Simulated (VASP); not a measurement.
# Hf2Si2Os (P4/mbm) in VASP: notebook

Aim: see how the results for Hf2Si2Os move with the level of theory and the settings. Levels: PBEsol, r2SCAN. Tasks: single point.

Everything below comes from runs of VASP 6.6.1. Logs are shortened: lines on timing, memory, paths and dates and some standing lists are left out, and cuts for length are marked.

### 1 The cell of the first run

It takes space group P4/mbm (No. 127, tetragonal). Conventional cell: a = 6.485 Å, b = 6.485 Å, c = 4.051 Å, α = 90.00°, β = 90.00°, γ = 90.00°. Os (site symmetry 4/m) has 4 Si at 2.57 Å and 8 Hf at 3.13 Å within 3.4 Å. Within 3.0 Å of Si (site symmetry m2m) lie 1 Si at 2.27 Å and 2 Os at 2.57 Å and 6 Hf at 2.73 to 2.83 Å. Hf (site symmetry m2m) has 6 Si at 2.73 to 2.83 Å and 4 Os at 3.13 Å and 5 Hf at 3.24 to 3.38 Å within 3.6 Å.

### 2 Single point, PBEsol

The input, INCAR:

```
PREC = Accurate
ENCUT = 520
EDIFF = 1E-6
ISMEAR = -1
SIGMA = 0.023
LREAL = False
LASPH = True
NELM = 100
ALGO = Normal
ISIF = 2
LWAVE = False
LCHARG = True
GGA = PS
LELF = True
LVHAR = True
NBANDS = 47
```

The input, KPOINTS:

```
Automatic mesh
0
Gamma
  3 3 5
```

The input, POSCAR:

```
Hf2Si2Os
1.0
    6.4850540000      0.0000000000      0.0000000000
    0.0000000000      6.4850540000      0.0000000000
    0.0000000000      0.0000000000      4.0511220000
Os Si Hf
2 4 4
Direct
    0.0000000000      0.0000000000      0.0000000000
    0.5000000000      0.5000000000      0.0000000000
    0.3760000000      0.8760000000      0.0000000000
    0.1240000000      0.3760000000      0.0000000000
    0.6240000000      0.1240000000      0.0000000000
    0.8760000000      0.6240000000      0.0000000000
    0.1768900000      0.6768900000      0.5000000000
    0.3231100000      0.1768900000      0.5000000000
    0.8231100000      0.3231100000      0.5000000000
    0.6768900000      0.8231100000      0.5000000000
```

Potentials or basis: VASP PAW PBE potentials, release 64 (Os, Si, Hf_pv).

On the command line:

```bash
cat potpaw_PBE.64/Os/POTCAR potpaw_PBE.64/Si/POTCAR potpaw_PBE.64/Hf_pv/POTCAR > POTCAR
mpirun -np 1 vasp_std > vasp.out
```

OUTCAR:

```text
PREC = Accurate
   ENCUT = 520
   EDIFF = 1E-6
   ISMEAR = -1
   LREAL = False
   LASPH = True
   NELM = 100
   ISIF = 2
   GGA = PS

 ion  position               nearest neighbor table
   1  0.000  0.000  0.000-   3 2.57   4 2.57   5 2.57   6 2.57   7 3.13   8 3.13   9 3.13  10 3.13
                             7 3.13   8 3.13   9 3.13  10 3.13
   2  0.500  0.500  0.000-   3 2.57   4 2.57   5 2.57   6 2.57   7 3.13   8 3.13   9 3.13  10 3.13
                             7 3.13   8 3.13   9 3.13  10 3.13
   3  0.376  0.876  0.000-   5 2.27   2 2.57   1 2.57   7 2.73   7 2.73  10 2.83   8 2.83   8 2.83
                            10 2.83
   4  0.124  0.376  0.000-   6 2.27   2 2.57   1 2.57   8 2.73   8 2.73   9 2.83   7 2.83   7 2.83
                             9 2.83
   5  0.624  0.124  0.000-   3 2.27   2 2.57   1 2.57   9 2.73   9 2.73  10 2.83   8 2.83   8 2.83
                            10 2.83
   6  0.876  0.624  0.000-   4 2.27   2 2.57   1 2.57  10 2.73  10 2.73   7 2.83   7 2.83   9 2.83
                             9 2.83
   7  0.177  0.677  0.500-   3 2.73   3 2.73   6 2.83   4 2.83   4 2.83   6 2.83   2 3.13   2 3.13
                             1 3.13   1 3.13   9 3.24  10 3.38   8 3.38   8 3.38  10 3.38
   8  0.323  0.177  0.500-   4 2.73   4 2.73   5 2.83   3 2.83   3 2.83   5 2.83   2 3.13   2 3.13
                             1 3.13   1 3.13  10 3.24   7 3.38   9 3.38   7 3.38   9 3.38
   9  0.823  0.323  0.500-   5 2.73   5 2.73   6 2.83   4 2.83   4 2.83   6 2.83   2 3.13   2 3.13
                             1 3.13   1 3.13   7 3.24  10 3.38   8 3.38  10 3.38   8 3.38
  10  0.677  0.823  0.500-   6 2.73   6 2.73   3 2.83   3 2.83   5 2.83   5 2.83   2 3.13   2 3.13
                             1 3.13   1 3.13   8 3.24   9 3.38   7 3.38   9 3.38   7 3.38

  LATTYP: Found a simple tetragonal cell.
 ALAT       =     6.4850540000
 C/A-ratio  =     0.6246859317

  Lattice vectors:

 A1 = (   6.4850540000,   0.0000000000,   0.0000000000)
 A2 = (   0.0000000000,   6.4850540000,   0.0000000000)
 A3 = (   0.0000000000,   0.0000000000,   4.0511220000)

Analysis of symmetry for initial positions (statically):
=====================================================================
 Subroutine PRICEL returns:
 Original cell was already a primitive cell.

 Routine SETGRP: Setting up the symmetry group for a
 simple tetragonal supercell.

 Subroutine GETGRP returns: Found 16 space group operations
 (whereof  8 operations were pure point group operations)
 out of a pool of 16 trial point group operations.

The static configuration has the point symmetry C_4h.
 The point group associated with its full space group is D_4h.

[... 123 lines left out ...]
   PSTRESS=    0.0 pullay stress
   NELECT =      72.0000    total number of electrons
   NUPDOWN=      -1.0000    fix difference up-down
   EMIN   =  10.00;   EMAX   =-10.00  energy-range for DOS
   EFERMI =   0.00;   METHOD = LEGACY
   ISMEAR =    -1;   SIGMA  =   0.02  broadening in eV -4-tet -1-fermi 0-gaus
   EFERMI_NEDOS =   21; number of points for ismear=-14 and -15
   IALGO  =     38    algorithm
   IMIX   =      4    mixing-type and parameters
     AMIX     =   0.40;   BMIX     =  1.00
     AMIX_MAG =   1.60;   BMIX_MAG =  1.00
  volume/ion in A,a.u.               =      17.04       114.97
  Fermi-wavevector in a.u.,A,eV,Ry     =   1.228527  2.321580 20.534993  1.509279
  Thomas-Fermi vector in A             =   2.363449
   LORBIT       =      0    0 simple, 1 ext, 2 COOP (PROOUT), +10 PAW based schemes
   GGA     = PS    functional components
   LHFCALC =     F    Hartree Fock is set to
   AEXX    =    0.0000 exact exchange contribution
   IVDW    =     0    specifies the selected vdW correction
   LEPSILON=     F    determine dielectric tensor
   LRPA    =     F    only Hartree local field effects (RPA)
 non-spin polarized calculation
  energy-cutoff  :      520.00
  volume of cell :      170.37
 maximum number of plane-waves:      4600
   NGX = 25   NGY = 25   NGZ = 15

 number of electron      72.0000012 magnetization

 Free energy of the ion-electron system (eV)
  ---------------------------------------------------
  ext. energy  EPLUGINS =         0.00000000
  ---------------------------------------------------
  free energy    TOTEN  =       -97.35416718 eV

  energy without entropy =      -97.33308123  energy(sigma->0) =      -97.34362421

 E-fermi :   7.1917     XC(G=0): -11.9140

 val. band max:        7.1877428473   @ k =   0.0000   0.0000   0.2000
 cond. band min:       7.1953037584   @ k =   0.0000   0.0000   0.4000
 fundamental gap:      0.0075609110
 Fermi energy:         7.1917024137

 k-point     1 :       0.0000    0.0000    0.0000
  band No.  band energies     occupation
      1     -23.7755      2.00000
      2     -23.7064      2.00000
      3     -23.6594      2.00000
      4     -23.6594      2.00000
      5     -23.6539      2.00000
      6     -23.6032      2.00000
[... 439 lines left out ...]
     46      10.2853      0.00000
     47      10.5856      0.00000

------------------------ aborting loop because EDIFF is reached ----------------------------------------

  FORCE on cell =-STRESS in cart. coord.  units (eV):
  Direction    XX          YY          ZZ          XY          YZ          ZX
  --------------------------------------------------------------------------------------
  -------------------------------------------------------------------------------------
  Total      -15.8247404    -15.8247404     -8.1000447      0.0000000     -0.0000000      0.0000000
  in kB     -148.8142986   -148.8142986    -76.1720218      0.0000000     -0.0000000      0.0000000
  external PRESSURE =    -124.6002063 kB  Pullay stress =       0.0000000 kB

 VOLUME and BASIS-vectors are now :
 -----------------------------------------------------------------------------
  energy-cutoff  :      520.00
  volume of cell :      170.37
      direct lattice vectors                 reciprocal lattice vectors
     6.485054000  0.000000000  0.000000000     0.154200721  0.000000000  0.000000000
     0.000000000  6.485054000  0.000000000     0.000000000  0.154200721  0.000000000
     0.000000000  0.000000000  4.051122000     0.000000000  0.000000000  0.246845195

 POSITION                                       TOTAL-FORCE (eV/Angst)
 -----------------------------------------------------------------------------------
      0.00000      0.00000      0.00000         0.000000      0.000000      0.000000
      3.24253      3.24253      0.00000         0.000000      0.000000      0.000000
      2.43838      5.68091      0.00000        -1.351860     -1.351860      0.000000
      0.80415      2.43838      0.00000         1.351860     -1.351860     -0.000000
      4.04667      0.80415      0.00000         1.351860      1.351860     -0.000000
      5.68091      4.04667      0.00000        -1.351860      1.351860      0.000000
      1.14714      4.38967      2.02556         0.043345      0.043345      0.000000
      2.09539      1.14714      2.02556        -0.043345      0.043345      0.000000
      5.33791      2.09539      2.02556        -0.043345     -0.043345     -0.000000
      4.38967      5.33791      2.02556         0.043345     -0.043345     -0.000000
 -----------------------------------------------------------------------------------
    total drift:                                0.000000      0.000000      0.000000

  FREE ENERGIE OF THE ION-ELECTRON SYSTEM (eV)
  ---------------------------------------------------
  free  energy   TOTEN  =       -97.3541671824 eV

  energy  without entropy=      -97.3330812298  energy(sigma->0) =      -97.34362421
```

OSZICAR:

```text
N       E                     dE             d eps       ncg     rms          rms(c)
DAV:   1     0.344493500752E+03    0.34449E+03   -0.36009E+04   894   0.143E+03
DAV:   2    -0.643343669518E+02   -0.40883E+03   -0.38913E+03   902   0.389E+02
DAV:   3    -0.101592147396E+03   -0.37258E+02   -0.36078E+02  1132   0.793E+01
DAV:   4    -0.102798009523E+03   -0.12059E+01   -0.11909E+01  1068   0.146E+01
DAV:   5    -0.102832973408E+03   -0.34964E-01   -0.34842E-01  1102   0.260E+00    0.952E+01
DAV:   6    -0.985089413336E+02    0.43240E+01   -0.16666E+01  1180   0.157E+01    0.544E+01
DAV:   7    -0.101683883466E+03   -0.31749E+01   -0.30968E+01  1252   0.221E+01    0.281E+01
DAV:   8    -0.974469012170E+02    0.42370E+01   -0.21675E+01  1148   0.164E+01    0.618E+00
DAV:   9    -0.973586896858E+02    0.88212E-01   -0.20182E+00  1157   0.586E+00    0.170E+00
DAV:  10    -0.973547730817E+02    0.39166E-02   -0.10045E-01  1052   0.113E+00    0.172E+00
DAV:  11    -0.973546569602E+02    0.11612E-03   -0.59890E-03  1093   0.333E-01    0.444E-01
DAV:  12    -0.973541819870E+02    0.47497E-03   -0.21332E-03  1084   0.164E-01    0.132E-01
DAV:  13    -0.973541813913E+02    0.59563E-06   -0.24585E-04  1140   0.625E-02    0.310E-02
DAV:  14    -0.973541676921E+02    0.13699E-04   -0.34893E-05  1180   0.236E-02    0.117E-02
DAV:  15    -0.973541671824E+02    0.50970E-06   -0.81615E-06  1052   0.103E-02
   1 F= -.97354167E+02 E0= -.97343624E+02  d E =-.210860E-01
```

It took 89 s on 1 thread of Intel Xeon Platinum 8259CL at 2.50GHz (Skylake/Cascade Lake), shared host; peak memory 0.28 GiB.

Results:

```yaml
Free_energy: -97.3542 eV
Pressure: -12.5 GPa
Largest_force: 1.912 eV/Å
Band_gap_on_the_k_mesh: zero (bands 36 and 37 overlap by 0.15 eV)
```

Forces on the atoms (eV/Å):
```
Os   0.000  0.000  0.000
Os   0.000  0.000  0.000
Si  -1.352 -1.352  0.000
Si   1.352 -1.352  0.000
Si   1.352  1.352  0.000
Si  -1.352  1.352  0.000
Hf   0.043  0.043  0.000
Hf  -0.043  0.043  0.000
Hf  -0.043 -0.043  0.000
Hf   0.043 -0.043  0.000
```

Caveat: the cell stands under tension; the PAW data sets were made with another functional, which shifts forces and pressure a little; spin-orbit coupling is left out, which moves the levels of the heavy elements.

### 3 Single point, r2SCAN

POSCAR is that of step 2.

The input, INCAR.step1:

```
PREC = Accurate ; ENCUT = 520
ISMEAR = -1 ; SIGMA = 0.023
LREAL = False ; LASPH = True
NELM = 100 ; NBANDS = 47
GGA = PE ; ALGO = Normal
EDIFF = 1E-4 ; LWAVE = True
LCHARG = False
```

The input, INCAR.step2:

```
PREC = Accurate ; ENCUT = 520
EDIFF = 1E-6 ; ISMEAR = -1
SIGMA = 0.023 ; LREAL = False
LASPH = True ; NELM = 100
ALGO = Normal ; ISIF = 2
LWAVE = False ; LCHARG = False
METAGGA = R2SCAN ; LMIXTAU = True
NBANDS = 47 ; ISTART = 1
```

KPOINTS is that of step 2.

Potentials or basis: VASP PAW PBE potentials, release 64 (Os, Si, Hf_pv).

On the command line:

```bash
cat potpaw_PBE.64/Os/POTCAR potpaw_PBE.64/Si/POTCAR potpaw_PBE.64/Hf_pv/POTCAR > POTCAR
cp INCAR.step1 INCAR
mpirun -np 1 vasp_std > vasp.out
cp INCAR.step2 INCAR
mpirun -np 1 vasp_std > vasp.out
```

It took 4.2 min on 1 thread of Intel Xeon Platinum 8259CL at 2.50GHz (Skylake/Cascade Lake), shared host; peak memory 0.31 GiB.

The run converged. Its results:

| Quantity | Value |
| --- | --- |
| Free energy | -329.7777 eV |
| Pressure | -10.7 GPa |
| Largest force | 1.951 eV/Å |
| Band gap on the k mesh | zero (bands 36 and 37 overlap by 0.18 eV) |

Forces on the atoms (eV/Å):
```
Os   0.000  0.000  0.000
Os   0.000  0.000  0.000
Si  -1.379 -1.379  0.000
Si   1.379 -1.379  0.000
Si   1.379  1.379  0.000
Si  -1.379  1.379  0.000
Hf   0.090  0.090  0.000
Hf  -0.090  0.090  0.000
Hf  -0.090 -0.090  0.000
Hf   0.090 -0.090  0.000
```

Stress tensor (GPa, compression positive):
```
-13.72   0.00   0.00
  0.00 -13.72   0.00
  0.00   0.00  -4.73
```

Levels at points of the mesh, in eV from the Fermi level:
| k point | band 32 | band 33 | band 34 | band 35 | band 36 | band 37 | band 38 | band 39 | band 40 | band 41 |
| --- | --- | --- | --- | --- | --- | --- | --- | --- | --- | --- |
| (0.00, 0.00, 0.00) | -1.91 | -1.31 | -0.80 | -0.80 | -0.47 | 0.71 | 0.82 | 1.28 | 1.28 | 1.74 |

Caveat: the cell stands under tension; the PAW data sets were made with another functional, which shifts forces and pressure a little; spin-orbit coupling is left out, which moves the levels of the heavy elements.

### 4 Single point, r2SCAN

POSCAR is that of step 3.

INCAR.step1: that of step 3 with these lines changed.

```diff
@@ -1,3 +1,3 @@
 PREC = Accurate ; ENCUT = 520
-ISMEAR = -1 ; SIGMA = 0.023
+ISMEAR = 0 ; SIGMA = 0.05
 LREAL = False ; LASPH = True
```

The input, INCAR.step2:

```
PREC = Accurate ; ENCUT = 520
EDIFF = 1E-7 ; ISMEAR = 0
SIGMA = 0.05 ; LREAL = False
LASPH = True ; NELM = 100
ALGO = Normal ; ISIF = 2
LWAVE = False ; LCHARG = False
METAGGA = R2SCAN ; LMIXTAU = True
NBANDS = 47 ; ISTART = 1
```

The input, KPOINTS:

```
regular mesh
0
Gamma
  3 3 5
```

Potentials or basis: VASP PAW PBE potentials, release 64 (Os, Si, Hf_pv).

On the command line:

```bash
cat potpaw_PBE.64/Os/POTCAR potpaw_PBE.64/Si/POTCAR potpaw_PBE.64/Hf_pv/POTCAR > POTCAR
cp INCAR.step1 INCAR
mpirun -np 1 vasp_std > vasp.out
cp INCAR.step2 INCAR
mpirun -np 1 vasp_std > vasp.out
```

OUTCAR:

```text
PREC = Accurate
   ENCUT = 520
   EDIFF = 1E-7
   ISMEAR = 0
   LREAL = False
   LASPH = True
   NELM = 100
   ISIF = 2
   METAGGA = R2SCAN
   ISTART = 1

 ion  position               nearest neighbor table
   1  0.000  0.000  0.000-   3 2.57   4 2.57   5 2.57   6 2.57   7 3.13   8 3.13   9 3.13  10 3.13
                             7 3.13   8 3.13   9 3.13  10 3.13
   2  0.500  0.500  0.000-   3 2.57   4 2.57   5 2.57   6 2.57   7 3.13   8 3.13   9 3.13  10 3.13
                             7 3.13   8 3.13   9 3.13  10 3.13
   3  0.376  0.876  0.000-   5 2.27   2 2.57   1 2.57   7 2.73   7 2.73  10 2.83   8 2.83   8 2.83
                            10 2.83
   4  0.124  0.376  0.000-   6 2.27   2 2.57   1 2.57   8 2.73   8 2.73   9 2.83   7 2.83   7 2.83
                             9 2.83
   5  0.624  0.124  0.000-   3 2.27   2 2.57   1 2.57   9 2.73   9 2.73  10 2.83   8 2.83   8 2.83
                            10 2.83
   6  0.876  0.624  0.000-   4 2.27   2 2.57   1 2.57  10 2.73  10 2.73   7 2.83   7 2.83   9 2.83
                             9 2.83
   7  0.177  0.677  0.500-   3 2.73   3 2.73   6 2.83   4 2.83   4 2.83   6 2.83   2 3.13   2 3.13
[... 207 lines left out ...]
      5     -24.8554      2.00000
      6     -24.8117      2.00000
[... 439 lines left out ...]
     46      10.5759      0.00000
     47      10.7863      0.00000

------------------------ aborting loop because EDIFF is reached ----------------------------------------

  FORCE on cell =-STRESS in cart. coord.  units (eV):
  Direction    XX          YY          ZZ          XY          YZ          ZX
  --------------------------------------------------------------------------------------
  -------------------------------------------------------------------------------------
  Total      -14.5960789    -14.5960789     -5.0081679      0.0000000      0.0000000      0.0000000
  in kB     -137.2600871   -137.2600871    -47.0963170      0.0000000      0.0000000      0.0000000
  external PRESSURE =    -107.2054971 kB  Pullay stress =       0.0000000 kB

 VOLUME and BASIS-vectors are now :
 -----------------------------------------------------------------------------
  energy-cutoff  :      520.00
  volume of cell :      170.37
      direct lattice vectors                 reciprocal lattice vectors
     6.485054000  0.000000000  0.000000000     0.154200721  0.000000000  0.000000000
     0.000000000  6.485054000  0.000000000     0.000000000  0.154200721  0.000000000
     0.000000000  0.000000000  4.051122000     0.000000000  0.000000000  0.246845195

 POSITION                                       TOTAL-FORCE (eV/Angst)
 -----------------------------------------------------------------------------------
      0.00000      0.00000      0.00000        -0.000000      0.000000      0.000000
      3.24253      3.24253      0.00000        -0.000000      0.000000      0.000000
      2.43838      5.68091      0.00000        -1.383316     -1.383316     -0.000000
      0.80415      2.43838      0.00000         1.383316     -1.383316     -0.000000
      4.04667      0.80415      0.00000         1.383316      1.383316      0.000000
      5.68091      4.04667      0.00000        -1.383316      1.383316      0.000000
      1.14714      4.38967      2.02556         0.092954      0.092954      0.000000
      2.09539      1.14714      2.02556        -0.092954      0.092954      0.000000
      5.33791      2.09539      2.02556        -0.092954     -0.092954      0.000000
      4.38967      5.33791      2.02556         0.092954     -0.092954     -0.000000
 -----------------------------------------------------------------------------------
    total drift:                                0.000000      0.000000      0.000000

  FREE ENERGIE OF THE ION-ELECTRON SYSTEM (eV)
  ---------------------------------------------------
  free  energy   TOTEN  =      -329.7756664798 eV

  energy  without entropy=     -329.7658953500  energy(sigma->0) =     -329.77078091
```

OUTCAR.step1:

```text
PREC = Accurate
   ENCUT = 520
   ISMEAR = 0
   LREAL = False
   LASPH = True
[... 696 lines left out ...]
      1.14714      4.38967      2.02556         0.048724      0.048724      0.000000
      2.09539      1.14714      2.02556        -0.048724      0.048724      0.000000
      5.33791      2.09539      2.02556        -0.048724     -0.048724      0.000000
      4.38967      5.33791      2.02556         0.048724     -0.048724     -0.000000
 -----------------------------------------------------------------------------------
    total drift:                                0.000000      0.000000      0.000000

  FREE ENERGIE OF THE ION-ELECTRON SYSTEM (eV)
  ---------------------------------------------------
  free  energy   TOTEN  =       -91.5298685668 eV

  energy  without entropy=      -91.5133634045  energy(sigma->0) =      -91.52161599
```

Wall time 4.3 min (1 thread of Intel Xeon Platinum 8259CL at 2.50GHz (Skylake/Cascade Lake), shared host); peak memory 0.31 GiB.

Results:

* Free energy: -329.7757 eV
* Pressure: -10.7 GPa
* Largest force: 1.956 eV/Å
* Band gap on the k mesh: zero (bands 36 and 37 overlap by 0.18 eV)

Forces on the atoms (eV/Å):
```
Os   0.000  0.000  0.000
Os   0.000  0.000  0.000
Si  -1.383 -1.383  0.000
Si   1.383 -1.383  0.000
Si   1.383  1.383  0.000
Si  -1.383  1.383  0.000
Hf   0.093  0.093  0.000
Hf  -0.093  0.093  0.000
Hf  -0.093 -0.093  0.000
Hf   0.093 -0.093  0.000
```

Stress tensor (GPa, compression positive):
```
-13.73   0.00   0.00
  0.00 -13.73   0.00
  0.00   0.00  -4.71
```

Caveat: the cell stands under tension; the PAW data sets were made with another functional, which shifts forces and pressure a little; spin-orbit coupling is left out, which moves the levels of the heavy elements.

### 5 Summary

```csv
level,smearing,gap on the mesh (eV),pressure (GPa),largest force (eV/Å)
PBEsol,fermi-dirac 0.023 eV,none,-12.5,1.91
r2SCAN,fermi-dirac 0.023 eV,none,-10.7,1.95
r2SCAN,gaussian 0.05 eV,none,-10.7,1.96
```

Alike in all rows: task single point; potentials or basis VASP PAW PBE potentials, release 64 (Os, Si, Hf_pv); no spin polarisation; cell as given; k mesh 3 × 3 × 5; cutoff (eV) 520.

The pressure there spans -12.5 GPa (PBEsol) to -10.7 GPa (r2SCAN); a positive pressure means that this level wants a larger cell, a negative one a smaller.

Caveats: the cell stands under tension; the PAW data sets were made with another functional, which shifts forces and pressure a little; spin-orbit coupling is left out, which moves the levels of the heavy elements.

Absolute energies hang on the potentials; compare differences alone.
